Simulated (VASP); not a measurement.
TaN, 2 atoms in the cell. Symmetry: P-6m2, No. 187, hexagonal system. The conventional cell has a = 2.940 Å, b = 2.940 Å, c = 2.890 Å, α = 90.00°, β = 90.00°, γ = 120.00°. Within 2.9 Å of Ta (site symmetry -6m2) lie 6 N at 2.23 Å and 2 Ta at 2.89 Å. Within 2.9 Å of N (site symmetry -6m2) lie 6 Ta at 2.23 Å and 2 N at 2.89 Å. 

| Item | Value |
| --- | --- |
| Program | VASP 6.6.1 |
| Task | single point |
| Functional | LDA |
| Potentials or basis | VASP PAW LDA potentials, release 64 (Ta_pv, N) |
| Cutoff | 520 eV |
| k mesh | 9 × 9 × 8 |
| Occupations | fermi-dirac, width 0.1 eV |
| Spin | no spin polarisation |
| Dipole correction | no |
| Further INCAR settings | ALGO = Normal; EDIFF = 1e-06; NBANDS = 15 |

Potentials or basis: VASP PAW LDA potentials, release 64 (Ta_pv, N).

Run with:

```bash
$ cat potpaw_LDA.64/Ta_pv/POTCAR potpaw_LDA.64/N/POTCAR > POTCAR
$ mpirun -np 1 vasp_std > vasp.out
```

Hardware: 1 thread of Intel(R) Xeon(R) Platinum 8488C (Sapphire Rapids) (shared host).

Estimate the wall time of this run.

Wall time 8.5 s on 1 thread of Intel(R) Xeon(R) Platinum 8488C (Sapphire Rapids), on a shared host, peak memory 0.14 GiB. Counts: scf iterations 13, k points 60.
